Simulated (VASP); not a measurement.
# B (Imma) in VASP: notebook

B is run at these levels: PBE; tasks: single point, relaxation of cell and atoms.

All numbers are computed with VASP 6.6.1; they aren't measurements. Logs are shortened: lines on timing, memory, paths and dates and some standing lists are left out, and cuts for length are marked.

## 1. The cell of the first run

Symmetry: Imma, No. 74, orthorhombic system. The conventional cell has a = 2.871 Å, b = 4.699 Å, c = 4.825 Å, α = 90.00°, β = 90.00°, γ = 90.00°. Within 2.2 Å of B (site symmetry m) lie 4 B at 1.68 Å.

The cell was built from a structure type or drawn by symmetry, and may not be a known phase.

## 2. Single point, PBE

The input, INCAR:

```
SYSTEM = B
ALGO = Normal ; EDIFF = 1E-7
ENCUT = 520 ; GGA = PE
ISIF = 2 ; ISMEAR = 0
LASPH = .TRUE. ; LCHARG = .TRUE.
LELF = .TRUE. ; LREAL = .FALSE.
LVHAR = .TRUE. ; LWAVE = .FALSE.
NBANDS = 14 ; NELM = 60
PREC = Accurate ; SIGMA = 0.1
```

The input, KPOINTS:

```
k-points
0
G
  8 8 8
  0 0 0
```

The input, POSCAR:

```
B
1.0
   -1.4353466200      2.3496585100      2.4126675800
    1.4353466200     -2.3496585100      2.4126675800
    1.4353466200      2.3496585100     -2.4126675800
B
4
Direct
    0.9115308200      0.3404630000      0.5710678200
    0.7306048300      0.6595370000      0.0710678200
    0.0884691800      0.6595370000      0.4289321800
    0.2693951700      0.3404630000      0.9289321800
```

Potentials or basis: VASP PAW PBE potentials, release 64 (B).

Run with:

```
$ cat potpaw_PBE.64/B/POTCAR > POTCAR
$ mpirun -np 1 vasp_std > vasp.out
```

OUTCAR:

```text
SYSTEM = B
   EDIFF = 1E-7
   ENCUT = 520
   GGA = PE
   ISIF = 2
   ISMEAR = 0
   LASPH = .TRUE.
   LREAL = .FALSE.
   NELM = 60
   PREC = Accurate

 ion  position               nearest neighbor table
   1  0.912  0.340  0.571-   3 1.68   2 1.68   2 1.68   4 1.68
   2  0.731  0.660  0.071-   4 1.68   1 1.68   1 1.68   3 1.68
   3  0.088  0.660  0.429-   1 1.68   4 1.68   4 1.68   2 1.68
   4  0.269  0.340  0.929-   2 1.68   3 1.68   3 1.68   1 1.68

  LATTYP: Found a body centered orthorhombic cell.
 ALAT       =     2.8706932400
 B/A-ratio  =     1.6369972781
 C/A-ratio  =     1.6808954342

  Lattice vectors:

 A1 = (  -1.4353466200,   2.3496585100,   2.4126675800)
 A2 = (   1.4353466200,  -2.3496585100,   2.4126675800)
 A3 = (   1.4353466200,   2.3496585100,  -2.4126675800)

Analysis of symmetry for initial positions (statically):
=====================================================================
 Subroutine PRICEL returns:
 Original cell was already a primitive cell.

 Routine SETGRP: Setting up the symmetry group for a
 body centered orthorhombic supercell.

 Subroutine GETGRP returns: Found  8 space group operations
 (whereof  4 operations were pure point group operations)
 out of a pool of  8 trial point group operations.

The static configuration has the point symmetry C_2h.
 The point group associated with its full space group is D_2h.

Analysis of symmetry for dynamics (positions and initial velocities):
=====================================================================
 Subroutine PRICEL returns:
 Original cell was already a primitive cell.

 Routine SETGRP: Setting up the symmetry group for a
 body centered orthorhombic supercell.

 Subroutine GETGRP returns: Found  8 space group operations
 (whereof  4 operations were pure point group operations)
 out of a pool of  8 trial point group operations.

The dynamic configuration has the point symmetry C_2h.
 The point group associated with its full space group is D_2h.

 Subroutine INISYM returns: Found  8 space group operations
 (whereof  4 operations are pure point group operations),
 and found     1 'primitive' translations

----------------------------------------------------------------------------------------

                                     Primitive cell

  volume of cell :      32.5476

  direct lattice vectors                    reciprocal lattice vectors
    -1.435346620  2.349658510  2.412667580     0.000000000  0.212796880  0.207239490
     1.435346620 -2.349658510  2.412667580     0.348347913  0.000000000  0.207239490
     1.435346620  2.349658510 -2.412667580     0.348347913  0.212796880  0.000000000

  length of vectors
     3.660885123  3.660885123  3.660885123     0.297036561  0.405332549  0.408201887

  position of ions in fractional coordinates (direct lattice)
     0.911530820  0.340463000  0.571067820
     0.730604830  0.659537000  0.071067820
     0.088469180  0.659537000  0.428932180
     0.269395170  0.340463000  0.928932180

  ion indices of the primitive-cell ions
   primitive index   ion index
                 1           1
                 2           2
                 3           3
                 4           4

----------------------------------------------------------------------------------------

 KPOINTS: k-points

Automatic generation of k-mesh.
 Grid dimensions read from file:
 generate k-points for:    8    8    8

 Generating k-lattice:

  Cartesian coordinates                     Fractional coordinates (reciprocal lattice)
     0.000000000  0.026599610  0.025904936     0.125000000  0.000000000 -0.000000000
     0.043543489  0.000000000  0.025904936     0.000000000  0.125000000  0.000000000
     0.043543489  0.026599610  0.000000000    -0.000000000  0.000000000  0.125000000

  Length of vectors
     0.037129570  0.050666569  0.051025236

  Shift w.r.t. Gamma in fractional coordinates (k-lattice)
     0.000000000  0.000000000  0.000000000

 Subroutine IBZKPT returns following result:
 ===========================================

 Found     95 irreducible k-points:

 Following reciprocal coordinates:
            Coordinates               Weight
  0.000000  0.000000  0.000000      1.000000
  0.125000  0.000000 -0.000000      4.000000
  0.250000  0.000000 -0.000000      4.000000
  0.375000  0.000000 -0.000000      4.000000
  0.500000  0.000000 -0.000000      2.000000
  0.000000  0.125000 -0.000000      4.000000
[... 16 lines left out ...]
  0.125000  0.375000 -0.000000      8.000000
  0.250000  0.375000  0.000000      8.000000
 [... further k-points ...]
   k-points           NKPTS =     95   k-points in BZ     NKDIM =     95   number of bands    NBANDS=     14
   number of dos      NEDOS =    301   number of ions     NIONS =      4
   total plane-waves  NPLWV =  21952
   dimension x,y,z NGX =    28 NGY =   28 NGZ =   28
   dimension x,y,z NGXF=    56 NGYF=   56 NGZF=   56
   ions per type =               4
   NGX,Y,Z   is equivalent  to a cutoff of  12.72, 12.72, 12.72 a.u.
   NGXF,Y,Z  is equivalent  to a cutoff of  25.43, 25.43, 25.43 a.u.
 SYSTEM =  B
   PREC   = accura    normal or accurate (medium, high low for compatibility)
   ISTART =      0    job   : 0-new  1-cont  2-samecut
   ICHARG =      2    charge: 1-file 2-atom 10-const
   ISPIN  =      1    spin polarized calculation?
   LNONCOLLINEAR =      F non collinear calculations
   LSORBIT =      F    spin-orbit coupling
   LASPH  =      T    aspherical Exc in radial PAW
   ENCUT  =  520.0 eV  38.22 Ry    6.18 a.u.   6.81  6.81  6.81*2*pi/ulx,y,z
   NELM   =     60;   NELMIN=  2; NELMDL= -5     # of ELM steps
   EDIFF  = 0.1E-06   stopping-criterion for ELM
   LREAL  =      F    real-space projection
   EDIFFG = 0.1E-05   stopping-criterion for IOM
   NSW    =      0    number of steps for IOM
   IBRION =     -1    ionic relax: 0-MD 1-quasi-New 2-CG
   NFREE  =      0    steps in history (QN), initial steepest desc. (CG)
   ISIF   =      2    stress and relaxation
   ISYM   =      2    0-nonsym 1-usesym 2-fastsym
   POTIM  = 0.5000    time-step for ionic-motion
   TEBEG  =    0.0;   TEEND  =   0.0 temperature during run
   PSTRESS=    0.0 pullay stress
   NELECT =      12.0000    total number of electrons
   NUPDOWN=      -1.0000    fix difference up-down
   EMIN   =  10.00;   EMAX   =-10.00  energy-range for DOS
   EFERMI =   0.00;   METHOD = LEGACY
   ISMEAR =     0;   SIGMA  =   0.10  broadening in eV -4-tet -1-fermi 0-gaus
   EFERMI_NEDOS =   21; number of points for ismear=-14 and -15
   IALGO  =     38    algorithm
   IMIX   =      4    mixing-type and parameters
     AMIX     =   0.40;   BMIX     =  1.00
     AMIX_MAG =   1.60;   BMIX_MAG =  1.00
  volume/ion in A,a.u.               =       8.14        54.91
  Fermi-wavevector in a.u.,A,eV,Ry     =   1.173894  2.218338 18.749199  1.378027
  Thomas-Fermi vector in A             =   2.310300
   LORBIT       =      0    0 simple, 1 ext, 2 COOP (PROOUT), +10 PAW based schemes
   GGA     = PE    functional components
   LHFCALC =     F    Hartree Fock is set to
   AEXX    =    0.0000 exact exchange contribution
   IVDW    =     0    specifies the selected vdW correction
   LEPSILON=     F    determine dielectric tensor
   LRPA    =     F    only Hartree local field effects (RPA)
 non-spin polarized calculation
 Gauss-broadening in eV      SIGMA  =   0.10
  energy-cutoff  :      520.00
  volume of cell :       32.55
 maximum number of plane-waves:       894
   NGX = 13   NGY = 13   NGZ = 13

 number of electron      12.0000000 magnetization

 Free energy of the ion-electron system (eV)
  ---------------------------------------------------
  ext. energy  EPLUGINS =         0.00000000
  ---------------------------------------------------
  free energy    TOTEN  =       -22.98486667 eV

  energy without entropy =      -22.97845257  energy(sigma->0) =      -22.98165962

 E-fermi :   4.1291     XC(G=0): -11.0516

 val. band max:        4.1091876438   @ k =   0.3750   0.3750  -0.0000
 cond. band min:       4.1403208218   @ k =   0.3750   0.5000  -0.0000
 fundamental gap:      0.0311331780
 Fermi energy:         4.1291047239

 k-point     1 :       0.0000    0.0000    0.0000
  band No.  band energies     occupation
      1      -9.9294      2.00000
      2      -0.2152      2.00000
      3       0.1180      2.00000
      4       0.2105      2.00000
      5       2.2171      2.00000
      6       3.3610      2.00000
      7       4.9892      0.00000
      8       5.9807      0.00000
      9      10.5742      0.00000
     10      11.7378      0.00000
     11      13.2998      0.00000
     12      15.1951      0.00000
     13      16.5617      0.00000
     14      17.6965      0.00000

 k-point     2 :       0.1250    0.0000   -0.0000
  band No.  band energies     occupation
      1      -9.7964      2.00000
      2      -1.7183      2.00000
      3       0.0681      2.00000
      4       0.9621      2.00000
      5       3.1006      2.00000
      6       3.3267      2.00000
      7       5.1824      0.00000
      8       5.6887      0.00000
      9      10.5692      0.00000
     10      12.0602      0.00000
     11      12.5920      0.00000
     12      14.9889      0.00000
     13      16.8682      0.00000
     14      18.5743      0.00000

 k-point     3 :       0.2500    0.0000   -0.0000
  band No.  band energies     occupation
      1      -9.4188      2.00000
      2      -3.4734      2.00000
      3       0.2532      2.00000
      4       1.4270      2.00000
      5       2.6452      2.00000
      6       4.9562      0.00000
      7       5.1722      0.00000
      8       5.4570      0.00000
      9      10.6442      0.00000
     10      11.4813      0.00000
     11      13.0207      0.00000
     12      14.5292      0.00000
     13      17.6607      0.00000
     14      18.9320      0.00000

 k-point     4 :       0.3750    0.0000   -0.0000
  band No.  band energies     occupation
      1      -8.9004      2.00000
      2      -4.8610      2.00000
      3       0.4605      2.00000
      4       1.9859      2.00000
      5       2.3023      2.00000
      6       4.0854      1.46356
      7       5.6011      0.00000
      8       6.4091      0.00000
      9      10.7645      0.00000
     10      11.1802      0.00000
     11      13.9024      0.00000
     12      14.4777      0.00000
     13      18.3314      0.00000
     14      19.4405      0.00000

 k-point     5 :       0.5000    0.0000   -0.0000
  band No.  band energies     occupation
      1      -8.5970      2.00000
      2      -5.4591      2.00000
      3       0.5539      2.00000
      4       2.1792      2.00000
      5       2.3940      2.00000
      6       3.5522      2.00000
      7       5.6386      0.00000
      8       6.7278      0.00000
      9      10.6063      0.00000
     10      11.7567      0.00000
     11      13.4022      0.00000
[... 276 lines left out ...]
 k-point    22 :       0.0000    0.3750   -0.0000
  band No.  band energies     occupation
      1      -7.4254      2.00000
      2      -3.2510      2.00000
      3      -0.7619      2.00000
      4      -0.1985      2.00000
      5       1.1591      2.00000
      6       1.5666      2.00000
      7       4.5543      0.00000
      8       5.4672      0.00000
      9      11.7116      0.00000
     10      12.7532      0.00000
     11      14.4741      0.00000
     12      16.7322      0.00000
     13      19.0511      0.00000
     14      19.1270      0.00000

 k-point    23 :       0.1250    0.3750   -0.0000
  band No.  band energies     occupation
      1      -6.9803      2.00000
      2      -3.6881      2.00000
      3      -1.9857      2.00000
      4      -0.0657      2.00000
      5       0.9894      2.00000
      6       2.3890      2.00000
      7       4.9682      0.00000
      8       5.7748      0.00000
      9      11.7581      0.00000
     10      13.8313      0.00000
     11      14.3316      0.00000
     12      16.1564      0.00000
     13      18.1137      0.00000
     14      18.8837      0.00000

 k-point    24 :       0.2500    0.3750    0.0000
  band No.  band energies     occupation
      1      -6.5203      2.00000
      2      -3.9906      2.00000
      3      -2.9208      2.00000
      4       0.0597      2.00000
      5       1.0067      2.00000
      6       3.0888      2.00000
      7       4.8695      0.00000
      8       5.9046      0.00000
      9      11.8408      0.00000
     10      13.8956      0.00000
     11      14.9975      0.00000
     12      16.5876      0.00000
     13      16.9833      0.00000
     14      19.2482      0.00000

 [... further k-points ...]

------------------------ aborting loop because EDIFF is reached ----------------------------------------

  FORCE on cell =-STRESS in cart. coord.  units (eV):
  Direction    XX          YY          ZZ          XY          YZ          ZX
  --------------------------------------------------------------------------------------
  -------------------------------------------------------------------------------------
  Total        3.3207748      6.0402598      2.8020432      0.0000000     -0.0000000      0.0000000
  in kB      163.4673379    297.3357864    137.9324288      0.0000000     -0.0000000      0.0000000
  external PRESSURE =     199.5785177 kB  Pullay stress =       0.0000000 kB

 VOLUME and BASIS-vectors are now :
 -----------------------------------------------------------------------------
  energy-cutoff  :      520.00
  volume of cell :       32.55
      direct lattice vectors                 reciprocal lattice vectors
    -1.435346620  2.349658510  2.412667580     0.000000000  0.212796880  0.207239490
     1.435346620 -2.349658510  2.412667580     0.348347913  0.000000000  0.207239490
     1.435346620  2.349658510 -2.412667580     0.348347913  0.212796880  0.000000000

 POSITION                                       TOTAL-FORCE (eV/Angst)
 -----------------------------------------------------------------------------------
      0.00000      2.68363      1.64285         0.000000     -1.564400      0.420409
     -0.00000      0.33397      3.18249         0.000000     -1.564400     -0.420409
      1.43535     -0.33397      0.76982        -0.000000      1.564400     -0.420409
      1.43535      2.01569     -0.76982        -0.000000      1.564400      0.420409
 -----------------------------------------------------------------------------------
    total drift:                               -0.000001      0.000002      0.000002

  FREE ENERGIE OF THE ION-ELECTRON SYSTEM (eV)
  ---------------------------------------------------
  free  energy   TOTEN  =       -22.9848666727 eV

  energy  without entropy=      -22.9784525731  energy(sigma->0) =      -22.98165962
```

It took 60 s on 1 thread of AMD EPYC 7R13, shared host; peak memory 0.14 GiB.

Results:

```
Free energy            : -22.9849 eV
Pressure               : 20.0 GPa
Largest force          : 1.620 eV/Å
Band gap on the k mesh : zero (bands 6 and 7 overlap by 4.94 eV)
```

Forces on the atoms (eV/Å):
```
B    0.000 -1.564  0.420
B    0.000 -1.564 -0.420
B    0.000  1.564 -0.420
B    0.000  1.564  0.420
```

Stress tensor (GPa, compression positive):
```
16.35  0.00  0.00
 0.00 29.73  0.00
 0.00  0.00 13.79
```

Levels at points of the mesh, in eV from the Fermi level:
| k point | band 2 | band 3 | band 4 | band 5 | band 6 | band 7 | band 8 | band 9 | band 10 | band 11 |
| --- | --- | --- | --- | --- | --- | --- | --- | --- | --- | --- |
| (0.00, 0.00, 0.00) | -4.34 | -4.01 | -3.92 | -1.91 | -0.77 | 0.86 | 1.85 | 6.45 | 7.61 | 9.17 |
| (0.50, 0.00, 0.00) | -9.59 | -3.58 | -1.95 | -1.74 | -0.58 | 1.51 | 2.60 | 6.48 | 7.63 | 9.27 |
| (0.00, 0.50, 0.00) | -9.46 | -4.38 | -3.92 | -3.87 | -3.45 | 1.09 | 1.52 | 7.40 | 9.75 | 10.42 |
| (0.50, 0.50, 0.00) | -9.64 | -4.73 | -4.73 | -2.87 | -2.87 | 0.79 | 0.79 | 8.55 | 8.55 | 12.75 |
| (0.50, 0.50, 0.50) | -8.27 | -8.16 | -5.04 | -3.08 | 3.48 | 3.65 | 3.87 | 7.41 | 10.71 | 11.37 |

Caveat: the cell stands under pressure; forces of over 1 eV/Å act on the atoms, so gaps and moduli don't describe the material at rest.

[end of part 1 of 2]
